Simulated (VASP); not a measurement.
Rh: electric field gradients with PBE

The system is Rh.

```xyz
1
Lattice="0.0000 1.8627 1.8627 1.8627 0.0000 1.8627 1.8627 1.8627 0.0000" Properties=species:S:1:pos:R:3 pbc="T T T"
Rh    0.0000    0.0000    0.0000
```

This cell differs from its parent crystal: volume scaled by 0.94.

* Program: VASP 6.6.1
* Task: electric field gradients
* Functional: PBE
* Potentials or basis: VASP PAW PBE potentials, release 64 (Rh_pv)
* Cutoff: 520 eV
* k mesh: 16 × 16 × 16
* Occupations: fermi-dirac, width 0.08 eV
* Spin: no spin polarisation
* Dipole correction: no
* Further INCAR settings: ALGO = Normal; EDIFF = 1e-08; NBANDS = 14

```yaml
Pressure: 26.8 GPa
```

Levels at points of the mesh, in eV from the Fermi level:
| k point | band 5 | band 6 | band 7 | band 8 | band 9 | band 10 |
| --- | --- | --- | --- | --- | --- | --- |
| (0.00, 0.00, 0.00) | -3.38 | -3.38 | -3.38 | -1.08 | -1.08 | 15.94 |
| (0.50, 0.00, 0.00) | -3.47 | -3.47 | 0.65 | 0.65 | 0.68 | 9.31 |
| (0.50, 0.50, 0.00) | -6.52 | 0.62 | 1.11 | 1.11 | 3.36 | 13.10 |

Run time: 9.6 s on 1 thread of Intel(R) Xeon(R) 6975P-C (Granite Rapids) (shared host), peak memory 0.14 GiB.

Caveat: without QUAD_EFG the Cq values of the log hold for a quadrupole moment of 1 mb, not for the nuclei.
